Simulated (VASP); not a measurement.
A run of VASP 6.6.1:

The input INCAR:

```
ALGO = Normal ; EDIFF = 1E-6
ENCUT = 500 ; GGA = RP
GGA_COMPAT = F ; ISIF = 2
ISMEAR = 0 ; LASPH = T
LCHARG = F ; LREAL = F
LWAVE = F ; NBANDS = 19
NELM = 120 ; PREC = Accurate
SIGMA = 0.05
```

The input KPOINTS:

```
k-points
0
Gamma
  11 11 6
```

POSCAR

```
Ti
1.0
    2.9500000000      0.0000000000      0.0000000000
   -1.4750000000      2.5547749412      0.0000000000
    0.0000000000      0.0000000000      4.6800000000
Ti
2
Direct
    0.3333333333      0.6666666667      0.2500000000
    0.6666666667      0.3333333333      0.7500000000
```

Potentials or basis: VASP PAW PBE potentials, release 64 (Ti_sv).

Run with:

```console
$ cat potpaw_PBE.64/Ti_sv/POTCAR > POTCAR
$ mpirun -np 1 vasp_std > vasp.out
```

Hardware: 1 thread of Intel(R) Xeon(R) Platinum 8375C CPU @ 2.90GHz (Ice Lake), on a shared host.

Task: How long does it take, and how much memory?

Result: Wall time 24 s on 1 thread of Intel(R) Xeon(R) Platinum 8375C CPU @ 2.90GHz (Ice Lake), with other jobs on the host, peak memory 0.17 GiB. Counts: scf iterations 14, k points 64.
